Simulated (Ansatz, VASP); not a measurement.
# Au in VASP and in Ansatz

File INCAR:

```
SYSTEM = Au
  ALGO = Normal
  EDIFF = 1E-6
  ENCUT = 520
  GGA = PS
  ISIF = 2
  ISMEAR = -1
  LASPH = .TRUE.
  LCHARG = .FALSE.
  LREAL = .FALSE.
  LWAVE = .FALSE.
  NBANDS = 18
  NELM = 100
  PREC = Accurate
  SIGMA = 0.05
```

Contents of KPOINTS:

```
k-points
0
G
  12 12 6
  0 0 0
```

The input POSCAR:

```
Au
1.0
    2.9469569625      0.0000000000      0.0000000000
   -1.4734784812      2.5521395934      0.0000000000
    0.0000000000      0.0000000000      4.7740702792
Au
2
Direct
    0.3133333333      0.6566666667      0.2350000000
    0.6866666667      0.3433333333      0.7650000000
```

Input for Ansatz:

```yaml
crystal:
  lattice:
    - [2.9469569625, 0.0, 0.0]
    - [-1.4734784812, 2.5521395934, 0.0]
    - [0.0, 0.0, 4.7740702792]
  atoms:
    - { symbol: Au, position: [0.3133333333, 0.6566666667, 0.235] }
    - { symbol: Au, position: [0.6866666667, 0.3433333333, 0.765] }
kpoints:
  mp_grid: { grid: [12, 12, 6] }
scf:
  occupations: { method: fermi_dirac, width: 0.05 }
hamiltonian:
  xc: pbesol
  pseudopotentials: { kind: all_electron, lapw: { basis_error: 0.001 } }
output:
  forces: true
  stress: true
  eigenvalues: true
  populations: true
```

Change from the starting cell: shortest bond scaled by 0.94, LAPW.

Alike in both runs: task single point; functional PBEsol; k mesh 12 × 12 × 6; occupations fermi-dirac, width 0.05 eV; no spin polarisation.

|  | VASP | Ansatz |
| --- | --- | --- |
| version | VASP 6.6.1 | Ansatz 0.2.0 |
| potentials or method | VASP PAW PBE potentials, release 64 (Au), cutoff 520 eV | all-electron LAPW, scalar-relativistic |

|  | VASP | Ansatz | Ansatz less VASP |
| --- | --- | --- | --- |
| pressure (GPa) | -5.9 | -5.7 | +0.22 |
| traceless stress, the component that is largest in VASP (GPa) | 2.20 | 2.21 | +0.003 |
| rms of the force components (eV/Å) | 0.561 | 0.564 | +0.0032 |

VASP's potentials were made for PBE, not for PBEsol. Atom by atom the forces differ by 0.003 eV/Å (rms over components). Ansatz ran all-electron here, and VASP with PAW potentials.

Neither program's run includes spin-orbit coupling.
